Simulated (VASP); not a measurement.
# NaCl (Pm-3m) in VASP: a series of runs

The runs below take NaCl through single point, relaxation of cell and atoms, with PBE+D3(BJ).

Everything below comes from runs of VASP 6.6.1. Logs are shortened: lines on timing, memory, paths and dates and some standing lists are left out, and cuts for length are marked.

### Step 1. The cell of the first run

It takes space group Pm-3m (No. 221, cubic). Conventional cell: a = 3.431 Å, b = 3.431 Å, c = 3.431 Å, α = 90.00°, β = 90.00°, γ = 90.00°. Within 3.9 Å of Na (site symmetry m-3m) lie 8 Cl at 2.97 Å and 6 Na at 3.43 Å. Within 3.9 Å of Cl (site symmetry m-3m) lie 8 Na at 2.97 Å and 6 Cl at 3.43 Å.

### Step 2. Single point, PBE+D3(BJ)

INCAR

```
SYSTEM = NaCl
PREC     = Accurate       ! precision mode
ENCUT    = 520            ! plane-wave cutoff, eV
EDIFF    = 1E-6           ! SCF threshold, eV
ISMEAR   = 0              ! smearing method
SIGMA    = 0.02           ! smearing width, eV
LREAL    = .False.        ! projectors in reciprocal space
LASPH    = .True.         ! aspherical terms in the spheres
NELM     = 80             ! most SCF steps
ALGO     = Normal         ! electronic algorithm
ISIF     = 2              ! what is computed and relaxed
LWAVE    = .False.        ! write WAVECAR
LCHARG   = .False.        ! write CHGCAR
GGA      = PE             ! functional
IVDW     = 12             ! dispersion correction
NBANDS   = 14             ! bands
```

KPOINTS

```
regular mesh
0
Gamma
  6 6 6
  0 0 0
```

POSCAR

```
NaCl
1.0
    3.4309894786      0.0000000000      0.0000000000
    0.0000000000      3.4309894786      0.0000000000
    0.0000000000      0.0000000000      3.4309894786
Na Cl
1 1
Direct
    0.0000000000      0.0000000000      0.0000000000
    0.5000000000      0.5000000000      0.5000000000
```

Potentials or basis: VASP PAW PBE potentials, release 64 (Na_pv, Cl).

Launch:

```console
$ cat potpaw_PBE.64/Na_pv/POTCAR potpaw_PBE.64/Cl/POTCAR > POTCAR
$ mpirun -np 1 vasp_std > vasp.out
```

OUTCAR:

```text
SYSTEM = NaCl
   PREC = Accurate
   ENCUT = 520
   EDIFF = 1E-6
   ISMEAR = 0
   LREAL = .False.
   LASPH = .True.
   NELM = 80
   ISIF = 2
   GGA = PE
   IVDW = 12
 IVDW          = 12

 ion  position               nearest neighbor table
   1  0.000  0.000  0.000-
   2  0.500  0.500  0.500-

  LATTYP: Found a simple cubic cell.
 ALAT       =     3.4309894786

  Lattice vectors:

 A1 = (   3.4309894786,   0.0000000000,   0.0000000000)
 A2 = (   0.0000000000,   3.4309894786,   0.0000000000)
 A3 = (   0.0000000000,   0.0000000000,   3.4309894786)

Analysis of symmetry for initial positions (statically):
=====================================================================
 Subroutine PRICEL returns:
 Original cell was already a primitive cell.

 Routine SETGRP: Setting up the symmetry group for a
 simple cubic supercell.

 Subroutine GETGRP returns: Found 48 space group operations
 (whereof 48 operations were pure point group operations)
 out of a pool of 48 trial point group operations.

The static configuration has the point symmetry O_h .

Analysis of symmetry for dynamics (positions and initial velocities):
=====================================================================
 Subroutine PRICEL returns:
 Original cell was already a primitive cell.

 Routine SETGRP: Setting up the symmetry group for a
 simple cubic supercell.

 Subroutine GETGRP returns: Found 48 space group operations
 (whereof 48 operations were pure point group operations)
 out of a pool of 48 trial point group operations.

The dynamic configuration has the point symmetry O_h .

 Subroutine INISYM returns: Found 48 space group operations
 (whereof 48 operations are pure point group operations),
 and found     1 'primitive' translations

----------------------------------------------------------------------------------------

                                     Primitive cell

  volume of cell :      40.3885

  direct lattice vectors                    reciprocal lattice vectors
     3.430989479  0.000000000  0.000000000     0.291461109  0.000000000  0.000000000
     0.000000000  3.430989479  0.000000000     0.000000000  0.291461109  0.000000000
     0.000000000  0.000000000  3.430989479     0.000000000  0.000000000  0.291461109

  length of vectors
     3.430989479  3.430989479  3.430989479     0.291461109  0.291461109  0.291461109

  position of ions in fractional coordinates (direct lattice)
     0.000000000  0.000000000  0.000000000
     0.500000000  0.500000000  0.500000000

  ion indices of the primitive-cell ions
   primitive index   ion index
                 1           1
                 2           2

----------------------------------------------------------------------------------------

 KPOINTS: regular mesh

Automatic generation of k-mesh.
 Grid dimensions read from file:
 generate k-points for:    6    6    6

 Generating k-lattice:

  Cartesian coordinates                     Fractional coordinates (reciprocal lattice)
     0.048576852  0.000000000  0.000000000     0.166666667  0.000000000  0.000000000
     0.000000000  0.048576852  0.000000000     0.000000000  0.166666667  0.000000000
     0.000000000  0.000000000  0.048576852     0.000000000  0.000000000  0.166666667

  Length of vectors
     0.048576852  0.048576852  0.048576852

  Shift w.r.t. Gamma in fractional coordinates (k-lattice)
     0.000000000  0.000000000  0.000000000

 Subroutine IBZKPT returns following result:
 ===========================================

 Found     20 irreducible k-points:

 Following reciprocal coordinates:
            Coordinates               Weight
  0.000000  0.000000  0.000000      1.000000
  0.166667  0.000000  0.000000      6.000000
  0.333333  0.000000  0.000000      6.000000
  0.500000  0.000000  0.000000      3.000000
  0.166667  0.166667  0.000000     12.000000
  0.333333  0.166667  0.000000     24.000000
[... 12 lines left out ...]
  0.500000  0.500000  0.333333      6.000000
  0.500000  0.500000  0.500000      1.000000
   k-points           NKPTS =     20   k-points in BZ     NKDIM =     20   number of bands    NBANDS=     14
   number of dos      NEDOS =    301   number of ions     NIONS =      2
   total plane-waves  NPLWV =  21952
   dimension x,y,z NGX =    28 NGY =   28 NGZ =   28
   dimension x,y,z NGXF=    56 NGYF=   56 NGZF=   56
   ions per type =               1   1
   NGX,Y,Z   is equivalent  to a cutoff of  13.57, 13.57, 13.57 a.u.
   NGXF,Y,Z  is equivalent  to a cutoff of  27.13, 27.13, 27.13 a.u.
 SYSTEM =  NaCl
   PREC   = accura    normal or accurate (medium, high low for compatibility)
   ISTART =      0    job   : 0-new  1-cont  2-samecut
   ICHARG =      2    charge: 1-file 2-atom 10-const
   ISPIN  =      1    spin polarized calculation?
   LNONCOLLINEAR =      F non collinear calculations
   LSORBIT =      F    spin-orbit coupling
   LASPH  =      T    aspherical Exc in radial PAW
   ENCUT  =  520.0 eV  38.22 Ry    6.18 a.u.   6.38  6.38  6.38*2*pi/ulx,y,z
   NELM   =     80;   NELMIN=  2; NELMDL= -5     # of ELM steps
   EDIFF  = 0.1E-05   stopping-criterion for ELM
   LREAL  =      F    real-space projection
   EDIFFG = 0.1E-04   stopping-criterion for IOM
   NSW    =      0    number of steps for IOM
   IBRION =     -1    ionic relax: 0-MD 1-quasi-New 2-CG
   NFREE  =      0    steps in history (QN), initial steepest desc. (CG)
   ISIF   =      2    stress and relaxation
   ISYM   =      2    0-nonsym 1-usesym 2-fastsym
   POTIM  = 0.5000    time-step for ionic-motion
   TEBEG  =    0.0;   TEEND  =   0.0 temperature during run
   PSTRESS=    0.0 pullay stress
   NELECT =      14.0000    total number of electrons
   NUPDOWN=      -1.0000    fix difference up-down
   EMIN   =  10.00;   EMAX   =-10.00  energy-range for DOS
   EFERMI =   0.00;   METHOD = LEGACY
   ISMEAR =     0;   SIGMA  =   0.02  broadening in eV -4-tet -1-fermi 0-gaus
   EFERMI_NEDOS =   21; number of points for ismear=-14 and -15
   IALGO  =     38    algorithm
   IMIX   =      4    mixing-type and parameters
     AMIX     =   0.40;   BMIX     =  1.00
     AMIX_MAG =   1.60;   BMIX_MAG =  1.00
  volume/ion in A,a.u.               =      20.19       136.28
  Fermi-wavevector in a.u.,A,eV,Ry     =   1.150001  2.173186 17.993728  1.322502
  Thomas-Fermi vector in A             =   2.286667
   LORBIT       =      0    0 simple, 1 ext, 2 COOP (PROOUT), +10 PAW based schemes
   GGA     = PE    functional components
   LHFCALC =     F    Hartree Fock is set to
   AEXX    =    0.0000 exact exchange contribution
   IVDW    =    12    specifies the selected vdW correction
   LEPSILON=     F    determine dielectric tensor
   LRPA    =     F    only Hartree local field effects (RPA)
 non-spin polarized calculation
 Gauss-broadening in eV      SIGMA  =   0.02
  energy-cutoff  :      520.00
  volume of cell :       40.39
 maximum number of plane-waves:      1108
 NGX is ok and might be reduce to    28
   NGX = 13   NGY = 13   NGZ = 13

 number of electron      14.0000012 magnetization

 Free energy of the ion-electron system (eV)
  ---------------------------------------------------
  ext. energy  EPLUGINS =         0.00000000
  ---------------------------------------------------
  free energy    TOTEN  =        -6.45252209 eV

  energy without entropy =       -6.45252209  energy(sigma->0) =       -6.45252209

 E-fermi :   1.0543     XC(G=0):  -8.7020

 val. band max:        0.8694679860   @ k =   0.5000   0.5000   0.0000
 cond. band min:       5.0636341326   @ k =   0.0000   0.0000   0.0000
 fundamental gap:      4.1941661466
 Fermi energy:         1.0543355691

 k-point     1 :       0.0000    0.0000    0.0000
  band No.  band energies     occupation
      1     -21.1502      2.00000
      2     -21.1502      2.00000
      3     -21.1502      2.00000
      4     -12.7308      2.00000
      5       0.3268      2.00000
      6       0.3268      2.00000
      7       0.3268      2.00000
      8       5.0636      0.00000
      9       9.3761      0.00000
     10       9.3761      0.00000
     11      17.0003      0.00000
     12      17.0003      0.00000
     13      17.0005      0.00000
     14      17.1500      0.00000

 k-point     2 :       0.1667    0.0000    0.0000
  band No.  band energies     occupation
      1     -21.1633      2.00000
      2     -21.1490      2.00000
      3     -21.1490      2.00000
      4     -12.6319      2.00000
      5      -0.5409      2.00000
      6       0.3878      2.00000
      7       0.3878      2.00000
      8       5.8169      0.00000
      9       9.6891      0.00000
     10      10.0209      0.00000
     11      15.0128      0.00000
     12      15.0128      0.00000
     13      16.4622      0.00000
     14      17.2130      0.00000

 k-point     3 :       0.3333    0.0000    0.0000
  band No.  band energies     occupation
      1     -21.1892      2.00000
      2     -21.1467      2.00000
      3     -21.1467      2.00000
      4     -12.4213      2.00000
      5      -1.8217      2.00000
      6       0.5155      2.00000
      7       0.5155      2.00000
      8       7.1040      0.00000
      9      10.4436      0.00000
     10      10.5638      0.00000
     11      13.4392      0.00000
     12      13.4392      0.00000
     13      15.4930      0.00000
     14      17.1186      0.00000
[... 256 lines left out ...]
 k-point    19 :       0.5000    0.5000    0.3333
  band No.  band energies     occupation
      1     -21.1847      2.00000
      2     -21.1847      2.00000
      3     -21.1726      2.00000
      4     -11.7669      2.00000
      5      -1.2911      2.00000
      6      -1.2911      2.00000
      7      -0.7323      2.00000
      8       7.4640      0.00000
      9       8.6460      0.00000
     10       8.6460      0.00000
     11      14.1283      0.00000
     12      15.0879      0.00000
     13      16.9005      0.00000
     14      16.9005      0.00000

 k-point    20 :       0.5000    0.5000    0.5000
  band No.  band energies     occupation
      1     -21.1829      2.00000
      2     -21.1829      2.00000
      3     -21.1829      2.00000
      4     -11.6827      2.00000
      5      -1.1704      2.00000
      6      -1.1704      2.00000
      7      -1.1704      2.00000
      8       7.9880      0.00000
      9       7.9880      0.00000
     10       7.9880      0.00000
     11      13.0191      0.00000
     12      17.3606      0.00000
     13      17.3606      0.00000
     14      17.3606      0.00000

------------------------ aborting loop because EDIFF is reached ----------------------------------------

 Edisp (eV)   -0.47871

 E8    (eV) :    -0.2001

  FORCE on cell =-STRESS in cart. coord.  units (eV):
  Direction    XX          YY          ZZ          XY          YZ          ZX
  --------------------------------------------------------------------------------------
  -------------------------------------------------------------------------------------
  Total       0.00986     0.00986     0.00986    -0.00000    -0.00000     0.00000
  in kB       0.39114     0.39114     0.39114    -0.00000    -0.00000     0.00000
  external pressure =        0.39 kB  Pullay stress =        0.00 kB

 VOLUME and BASIS-vectors are now :
 -----------------------------------------------------------------------------
  energy-cutoff  :      520.00
  volume of cell :       40.39
      direct lattice vectors                 reciprocal lattice vectors
     3.430989479  0.000000000  0.000000000     0.291461109  0.000000000  0.000000000
     0.000000000  3.430989479  0.000000000     0.000000000  0.291461109  0.000000000
     0.000000000  0.000000000  3.430989479     0.000000000  0.000000000  0.291461109

 POSITION                                       TOTAL-FORCE (eV/Angst)
 -----------------------------------------------------------------------------------
      0.00000      0.00000      0.00000         0.000000      0.000000      0.000000
      1.71549      1.71549      1.71549         0.000000      0.000000      0.000000
 -----------------------------------------------------------------------------------
    total drift:                               -0.000000      0.000000      0.000000

  FREE ENERGIE OF THE ION-ELECTRON SYSTEM (eV)
  ---------------------------------------------------
  free  energy   TOTEN  =        -6.9312332844 eV

  energy  without entropy=       -6.9312332844  energy(sigma->0) =       -6.93123328
```

It took 14 s on 1 thread of AMD EPYC 7R13, shared host; peak memory 0.13 GiB.

Results:

* Free energy: -6.9312 eV
* Pressure: 0.0 GPa
* Band gap on the k mesh: 4.19 eV (least direct gap 4.74 eV)
* Dispersion energy per atom: -0.239 eV

Levels at points of the mesh, in eV from the valence-band top:
```
           k point  band 5  band 6  band 7  band 8  band 9  band 10
(0.00, 0.00, 0.00)   -0.54   -0.54   -0.54    4.19    8.51     8.51
(0.50, 0.00, 0.00)   -3.22   -0.29   -0.29    7.12    9.00    10.49
(0.50, 0.50, 0.00)   -2.48   -2.48    0.00    5.53   10.01    11.44
(0.50, 0.50, 0.50)   -2.04   -2.04   -2.04    7.12    7.12     7.12
```

[end of part 1 of 2]
